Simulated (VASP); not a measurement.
Hf:

```
Hf
1.0
     4.87425    0.00000    0.00000
    -2.43713    4.22123    0.00000
     0.00000    0.00000    3.01444
Hf
3
Direct
  0.00000 0.00000 0.00000
  0.33333 0.66667 0.50000
  0.66667 0.33333 0.50000
```

This isn't the form of Hf at room conditions, which is hcp.

- Program: VASP 6.6.1
- Task: relaxation of cell and atoms
- Functional: PBE
- Potentials or basis: VASP PAW PBE potentials, release 64 (Hf_pv)
- Cutoff: 500 eV
- k mesh: 6 × 6 × 6
- Occupations: gaussian, width 0.1 eV
- Spin: no spin polarisation

At the start: pressure 9.0 GPa; volume 20.67 Å³/atom.

**Question.** Where does the relaxation end?

**Answer.** Over 3 steps the energy falls by 42.3 meV/atom and the volume is 22.27 Å³/atom (+7.7 %); space group P6/mmm (No. 191, to 0.1 Å) before and after.

Step by step:
| step | energy change (eV) | largest force (eV/Å) | pressure (GPa) | volume (Å³) |
| --- | --- | --- | --- | --- |
| 1 | 0.0000 | 0.0000 | 8.96 | 62.02 |
| 2 | 0.0492 | 0.0000 | -8.33 | 72.98 |
| 3 | -0.1269 | 0.0000 | -0.16 | 66.82 |

Final structure:
```
Hf
1.0
     4.98454    0.00000    0.00000
    -2.49227    4.31674    0.00000
     0.00000    0.00000    3.10527
Hf
3
Direct
  0.00000 0.00000 0.00000
  0.33333 0.66667 0.50000
  0.66667 0.33333 0.50000
```
